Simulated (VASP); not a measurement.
# Rh (Fm-3m) in VASP: a series of runs, part 2 of 2

VASP 6.6.1. Earlier steps stand in the parts before.

## (3) Single point, PBE

This run uses another cell than the first one, of 14.08 Å³/atom, 0.958 times its volume.

Contents of INCAR:

```
SYSTEM = Rh
PREC     = Accurate       ! precision mode
ENCUT    = 520            ! plane-wave cutoff, eV
EDIFF    = 1E-7           ! SCF threshold, eV
ISMEAR   = 0              ! smearing method
SIGMA    = 0.1            ! smearing width, eV
LREAL    = .False.        ! projectors in reciprocal space
LASPH    = .True.         ! aspherical terms in the spheres
NELM     = 60             ! most SCF steps
ALGO     = Normal         ! electronic algorithm
ISIF     = 2              ! what is computed and relaxed
LWAVE    = .False.        ! write WAVECAR
LCHARG   = .False.        ! write CHGCAR
GGA      = PE             ! functional
NBANDS   = 14             ! bands
```

Contents of KPOINTS:

```
regular mesh
0
Gamma
  8 8 8
  0 0 0
```

Contents of POSCAR:

```
Rh
1.0
    0.0000000000      1.9167135506      1.9167135506
    1.9167135506      0.0000000000      1.9167135506
    1.9167135506      1.9167135506      0.0000000000
Rh
1
Direct
    0.0000000000      0.0000000000      0.0000000000
```

Potentials or basis: VASP PAW PBE potentials, release 64 (Rh_pv).

The run is started by

```
cat potpaw_PBE.64/Rh_pv/POTCAR > POTCAR
mpirun -np 1 vasp_std > vasp.out
```

OUTCAR:

```text
SYSTEM = Rh
   PREC = Accurate
   ENCUT = 520
   EDIFF = 1E-7
   ISMEAR = 0
   LREAL = .False.
   LASPH = .True.
   NELM = 60
   ISIF = 2
   GGA = PE

 ion  position               nearest neighbor table
   1  0.000  0.000  0.000-

  LATTYP: Found a face centered cubic cell.
 ALAT       =     3.8334271012

  Lattice vectors:

 A1 = (   0.0000000000,   1.9167135506,   1.9167135506)
 A2 = (   1.9167135506,   0.0000000000,   1.9167135506)
 A3 = (   1.9167135506,   1.9167135506,   0.0000000000)

[... 585 lines left out ...]
     14      32.4609      0.00000

 [... further k-points ...]

------------------------ aborting loop because EDIFF is reached ----------------------------------------

  FORCE on cell =-STRESS in cart. coord.  units (eV):
  Direction    XX          YY          ZZ          XY          YZ          ZX
  --------------------------------------------------------------------------------------
  -------------------------------------------------------------------------------------
  Total        0.0139918      0.0139918      0.0139918      0.0000000      0.0000000     -0.0000000
  in kB        1.5917795      1.5917795      1.5917795      0.0000000      0.0000000     -0.0000000
  external PRESSURE =       1.5917795 kB  Pullay stress =       0.0000000 kB

 VOLUME and BASIS-vectors are now :
 -----------------------------------------------------------------------------
  energy-cutoff  :      520.00
  volume of cell :       14.08
      direct lattice vectors                 reciprocal lattice vectors
     0.000000000  1.916713551  1.916713551    -0.260863184  0.260863184  0.260863184
     1.916713551  0.000000000  1.916713551     0.260863184 -0.260863184  0.260863184
     1.916713551  1.916713551  0.000000000     0.260863184  0.260863184 -0.260863184

 POSITION                                       TOTAL-FORCE (eV/Angst)
 -----------------------------------------------------------------------------------
      0.00000      0.00000      0.00000         0.000000      0.000000      0.000000
 -----------------------------------------------------------------------------------
    total drift:                                0.000000      0.000000      0.000000

  FREE ENERGIE OF THE ION-ELECTRON SYSTEM (eV)
  ---------------------------------------------------
  free  energy   TOTEN  =        -7.2324625273 eV

  energy  without entropy=       -7.2222653739  energy(sigma->0) =       -7.22736395
```

OSZICAR:

```text
N       E                     dE             d eps       ncg     rms          rms(c)
DAV:   1     0.120503980311E+03    0.12050E+03   -0.88827E+03   818   0.115E+03
DAV:   2    -0.618076386968E+01   -0.12668E+03   -0.12083E+03   896   0.342E+02
DAV:   3    -0.771072218883E+01   -0.15300E+01   -0.15274E+01   992   0.415E+01
DAV:   4    -0.771669166476E+01   -0.59695E-02   -0.59689E-02   932   0.262E+00
DAV:   5    -0.771674656483E+01   -0.54900E-04   -0.54899E-04   956   0.224E-01    0.963E+00
DAV:   6    -0.724733794742E+01    0.46941E+00   -0.95015E-01   872   0.126E+01    0.335E+00
DAV:   7    -0.723563395162E+01    0.11704E-01   -0.10675E-02   902   0.121E+00    0.169E+00
DAV:   8    -0.723250994002E+01    0.31240E-02   -0.19763E-03   872   0.605E-01    0.127E-01
DAV:   9    -0.723246152570E+01    0.48414E-04   -0.37555E-05   890   0.788E-02    0.108E-02
DAV:  10    -0.723246261707E+01   -0.10914E-05   -0.24698E-06   896   0.181E-02    0.164E-03
DAV:  11    -0.723246252732E+01    0.89743E-07   -0.37532E-08   700   0.247E-03
   1 F= -.72324625E+01 E0= -.72273640E+01  d E =-.101972E-01
```

Run time: 4 s. Hardware: 1 thread of Intel Xeon Platinum 8488C (Sapphire Rapids), shared host; peak memory 0.12 GiB.

Results:

* Free energy: -7.2325 eV
* Pressure: 0.2 GPa

Levels at points of the mesh, in eV from the Fermi level:
| k point | band 5 | band 6 | band 7 | band 8 | band 9 | band 10 |
| --- | --- | --- | --- | --- | --- | --- |
| (0.00, 0.00, 0.00) | -2.98 | -2.98 | -2.98 | -0.96 | -0.96 | 15.97 |
| (0.50, 0.00, 0.00) | -3.05 | -3.05 | 0.54 | 0.54 | 0.73 | 8.38 |
| (0.50, 0.50, 0.00) | -5.75 | 0.51 | 0.93 | 0.93 | 3.20 | 11.96 |

## (4) Relaxation of cell and atoms, PBE

Contents of INCAR:

```
SYSTEM = Rh
ALGO = Normal ; EDIFF = 1E-6
EDIFFG = -0.05 ; ENCUT = 600
GGA = PE ; IBRION = 2
ISIF = 3 ; ISMEAR = 0
LASPH = .True. ; LCHARG = .False.
LREAL = .False. ; LWAVE = .False.
NELM = 100 ; NSW = 80
PREC = Accurate ; SIGMA = 0.1
```

Contents of KPOINTS:

```
k-points
0
Gamma
  8 8 8
  0 0 0
```

Contents of POSCAR:

```
Rh
1.0
    0.0000000000      1.9446475787      1.9446475787
    1.9446475787      0.0000000000      1.9446475787
    1.9446475787      1.9446475787      0.0000000000
Rh
1
Direct
    0.0000000000      0.0000000000      0.0000000000
```

The run is started by

```
cat potpaw_PBE.64/Rh_pv/POTCAR > POTCAR
mpirun -np 1 vasp_std > vasp.out
```

Run time: 8.1 s. Hardware: 1 thread of Intel Xeon Platinum 8488C (Sapphire Rapids), shared host; peak memory 0.14 GiB.

The run converged. Its results:

| Quantity | Value |
| --- | --- |
| Free energy | -7.2335 eV |
| Relaxed volume | 14.10 Å³/atom |
| Relaxed cell | a = 2.712 Å, b = 2.712 Å, c = 2.712 Å, α = 60.00°, β = 60.00°, γ = 60.00° |
| Space group after relaxing (to 0.05 Å) | Fm-3m (No. 225) |
| Energy gained by relaxing | 20.1 meV/atom |
| Ionic steps | 3 |
| Pressure after relaxing | -0.4 GPa |

The path:
```
step  energy change (eV)  largest force (eV/Å)  pressure (GPa)  volume (Å³)
   1              0.0000                0.0000           -9.83        14.71
   2              0.0806                0.0000           29.12        12.87
   3             -0.0201                0.0000           -0.40        14.10
```

Final structure:
```yaml
crystal:
  lattice:
    - [0.00000, 1.91765, 1.91765]
    - [1.91765, 0.00000, 1.91765]
    - [1.91765, 1.91765, 0.00000]
  atoms:
    - { symbol: Rh, position: [0.00000, 0.00000, 0.00000] }
```

Levels at points of the mesh, in eV from the Fermi level:
| k point | band 3 | band 4 | band 5 | band 6 | band 7 | band 8 | band 9 | band 10 | band 11 |
| --- | --- | --- | --- | --- | --- | --- | --- | --- | --- |
| (0.00, 0.00, 0.00) | -46.34 | -7.80 | -2.97 | -2.97 | -2.97 | -0.96 | -0.96 | 15.97 | 20.64 |
| (0.50, 0.00, 0.00) | -46.43 | -5.93 | -3.04 | -3.04 | 0.54 | 0.54 | 0.73 | 8.36 | 15.47 |
| (0.50, 0.50, 0.00) | -46.58 | -6.09 | -5.74 | 0.51 | 0.93 | 0.93 | 3.20 | 11.94 | 13.14 |

## (5) Single point, PBE

This run uses another cell than the first one, of 14.04 Å³/atom, 0.955 times its volume.

Contents of INCAR:

```
PREC = Accurate
ENCUT = 520
EDIFF = 1E-6
ISMEAR = 0
SIGMA = 0.1
LREAL = F
LASPH = T
NELM = 60
ALGO = Normal
ISIF = 2
LWAVE = F
LCHARG = T
GGA = PE
LELF = T
LVHAR = T
NBANDS = 14
```

Contents of KPOINTS:

```
Automatic mesh
0
Gamma
  18 18 18
```

Contents of POSCAR:

```
Rh
1.0
    0.0000000000      1.9149740608      1.9149740608
    1.9149740608      0.0000000000      1.9149740608
    1.9149740608      1.9149740608      0.0000000000
Rh
1
Direct
    0.0000000000      0.0000000000      0.0000000000
```

The run is started by

```
cat potpaw_PBE.64/Rh_pv/POTCAR > POTCAR
mpirun -np 1 vasp_std > vasp.out
```

It took 17 s on 1 thread of Intel Xeon Platinum 8488C (Sapphire Rapids), shared host; peak memory 0.15 GiB.

It converged, with:

```
Free energy : -7.2617 eV
Pressure    : 0.0 GPa
```

Levels at points of the mesh, in eV from the Fermi level:
| k point | band 5 | band 6 | band 7 | band 8 | band 9 | band 10 |
| --- | --- | --- | --- | --- | --- | --- |
| (0.00, 0.00, 0.00) | -2.98 | -2.98 | -2.98 | -0.97 | -0.97 | 16.01 |
| (0.50, 0.00, 0.00) | -3.06 | -3.06 | 0.54 | 0.54 | 0.76 | 8.42 |
| (0.50, 0.50, 0.00) | -5.76 | 0.51 | 0.94 | 0.94 | 3.24 | 12.00 |

## (6) Summary

| task | cell | k mesh | cutoff (eV) | gap on the mesh (eV) | pressure (GPa) |
| --- | --- | --- | --- | --- | --- |
| single point | a = 2.750 Å, angles 60.0°, 1 atom | 8 × 8 × 8 | 520 | none | -9.7 |
| single point | a = 2.711 Å, angles 60.0°, 1 atom | 8 × 8 × 8 | 520 | none | 0.2 |
| relaxation of cell and atoms | relaxed from a = 2.750 Å, angles 60.0°, 1 atom | 8 × 8 × 8 | 600 | none | -0.4 |
| single point | a = 2.708 Å, angles 60.0°, 1 atom | 18 × 18 × 18 | 520 | none | 0.0 |

Alike in all rows: level PBE; potentials or basis VASP PAW PBE potentials, release 64 (Rh_pv); no spin polarisation; smearing gaussian 0.1 eV.

Absolute energies hang on the potentials; compare differences alone.
